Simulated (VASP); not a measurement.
Input of a VASP 6.6.1 run:

File INCAR:

```
  ALGO = Normal
  EDIFF = 1E-6
  ENCUT = 700
  GGA = PE
  GGA_COMPAT = F
  ISIF = 2
  ISMEAR = -1
  ISPIN = 2
  LASPH = T
  LCHARG = T
  LELF = T
  LMAXMIX = 4
  LORBIT = 11
  LREAL = F
  LVHAR = T
  LWAVE = F
  MAGMOM = 2 0
  NBANDS = 22
  NELM = 200
  PREC = Accurate
  SIGMA = 0.05
```

KPOINTS

```
k-points
0
Gamma
  11 11 10
```

POSCAR

```
CoO
1.0
    2.8839238876      0.0000000000      0.0000000000
   -1.4419670419      2.4975518047      0.0000000000
    0.0000000000      0.0000000000      2.7751006110
Co O
1 1
Direct
    0.0000000000      0.0000000000      0.5000000000
    0.6666700000      0.3333300000      0.0000000000
```

Potentials or basis: VASP PAW PBE potentials, release 64 (Co_sv, O).

The run is started by

```bash
$ cat potpaw_PBE.64/Co_sv/POTCAR potpaw_PBE.64/O/POTCAR > POTCAR
$ mpirun -np 1 vasp_std > vasp.out
```

(1) Estimate the site moments.

(2) Predict the net moment.

(3) What does it give for the pressure?

(4) Estimate the band gap on the k mesh.

## Answers

(1) Co +2.54; O +0.38 μB.

(2) 3.00 μB per cell.

(3) -10.9 GPa.

(4) zero (filled and empty bands overlap).

Caveat: the cell stands under tension; a cell with one magnetic atom can't hold antiferromagnetic order, which such compounds often take; semilocal functionals often make such compounds metallic where correlation or magnetic order opens a gap, which also shifts bond lengths.
